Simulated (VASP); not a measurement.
**CdF2: single point with PBEsol**

CdF2:

```
Cd F
1.0
    -0.32328    2.91378    2.91378
     2.59050    0.00000    2.59050
     2.59050    2.59050    0.00000
Cd F
1 2
Direct
  0.96804 0.01065 0.01065
  0.23798 0.25401 0.25401
  0.79398 0.73534 0.73534
```

This cell differs from its parent crystal: strained and its atoms moved.

```yaml
Program: VASP 6.6.1
Task: single point
Functional: PBEsol
Potentials_or_basis: VASP PAW PBE potentials, release 64 (Cd_sv_GW, F)
Cutoff: 700 eV
k_mesh: 8 × 8 × 8
Occupations: gaussian, width 0.02 eV
Spin: no spin polarisation
```

```
Pressure               : 0.5 GPa
Largest force          : 0.674 eV/Å
Band gap on the k mesh : 2.93 eV (least direct gap 3.19 eV)
```

Forces on the atoms (eV/Å):
```
Cd  -0.156  0.156  0.156
F   -0.234  0.234  0.234
F    0.389 -0.389 -0.389
```

Stress tensor (GPa, compression positive):
```
 0.51  1.54  1.54
 1.54  0.51 -1.54
 1.54 -1.54  0.51
```

Levels at points of the mesh, in eV from the valence-band top:
```tsv
k point	band 14	band 15	band 16	band 17	band 18	band 19	band 20	band 21
(0.00, 0.00, 0.00)	-1.20	-0.69	-0.25	-0.25	2.93	10.66	13.51	13.51
(0.50, 0.00, 0.00)	-1.60	-1.60	-0.17	-0.17	6.00	7.92	14.73	14.73
(0.00, 0.50, 0.00)	-2.28	-1.50	-0.77	-0.21	7.21	9.07	12.48	15.32
(0.50, 0.50, 0.00)	-2.69	-0.62	-0.36	0.00	7.81	9.16	11.40	13.02
```

It took 97 s on 1 thread of Intel(R) Xeon(R) Platinum 8259CL CPU @ 2.50GHz (Skylake/Cascade Lake), with other jobs on the host, peak memory 0.26 GiB.

Caveat: the cell differs from its parent crystal (strained and its atoms moved); the PAW data sets were made with another functional, which shifts forces and pressure a little. A k mesh can miss the band edges.
